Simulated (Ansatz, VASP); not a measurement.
# One calculation of SnO, two programs

File INCAR:

```
PREC = Accurate ; ENCUT = 520
EDIFF = 1E-7 ; ISMEAR = 0
SIGMA = 0.05 ; LREAL = F
LASPH = T ; NELM = 80
ALGO = Normal ; ISIF = 2
LWAVE = F ; LCHARG = F
GGA = PE ; IVDW = 12
NBANDS = 28
```

File KPOINTS:

```
Automatic mesh
0
Gamma
  10 6 8
```

The input POSCAR:

```
SnO
1.0
    3.1266285175      0.0000000000      0.0000000000
    0.0000000000      5.6790033499      0.0000000000
    0.0000000000      0.0000000000      3.8830525091
Sn O
2 2
Direct
    0.0000000000      0.2345104856      0.5269946555
    0.5000000000      0.7654895144      0.0269946555
    0.0000000000      0.8836051479      0.7230063445
    0.5000000000      0.1163948521      0.2230063445
```

Input for Ansatz:

```yaml
crystal:
  lattice:
    - [3.1266285175, 0.0, 0.0]
    - [0.0, 5.6790033499, 0.0]
    - [0.0, 0.0, 3.8830525091]
  atoms:
    - { symbol: Sn, position: [0.0, 0.2345104856, 0.5269946555] }
    - { symbol: Sn, position: [0.5, 0.7654895144, 0.0269946555] }
    - { symbol: O, position: [0.0, 0.8836051479, 0.7230063445] }
    - { symbol: O, position: [0.5, 0.1163948521, 0.2230063445] }
basis:
  ecutwfc: 520.0
kpoints:
  mp_grid: { grid: [10, 6, 8] }
hamiltonian:
  xc: pbe
  dispersion: d3bj
scf:
  occupations: { method: gaussian, width: 0.05 }
output:
  forces: true
  stress: true
  eigenvalues: true
```

Change from the starting cell: volume 17.237 Å^3 an atom, stretch along a over the lengths across it, relative to the relaxed cell 0.9411.

Alike in both runs: task single point; functional PBE; dispersion D3(BJ); k mesh 10 × 6 × 8; occupations gaussian, width 0.05 eV; no spin polarisation.

|  | VASP | Ansatz |
| --- | --- | --- |
| version | VASP 6.6.1 | Ansatz 0.2.0 |
| potentials or method | VASP PAW PBE potentials, release 64 (Sn_d, O), cutoff 520 eV | scalar-relativistic, plane waves, PAW |
| valence electrons in the cell | 40 | 40 |

Ansatz gave:

- gap on the k mesh at the Fermi level (eV): 1.28
- least direct gap on the mesh (eV): 1.60
- pressure (GPa): 9.6
- traceless stress, the component that is largest in VASP (GPa): 5.88
- rms of the force components (eV/Å): 0.596

Which values does VASP return?

gap on the k mesh at the Fermi level (eV): 1.27; least direct gap on the mesh (eV): 1.59; pressure (GPa): 9.9; traceless stress, the component that is largest in VASP (GPa): 5.93; rms of the force components (eV/Å): 0.641.

Atom by atom the forces differ by 0.046 eV/Å (rms over components).
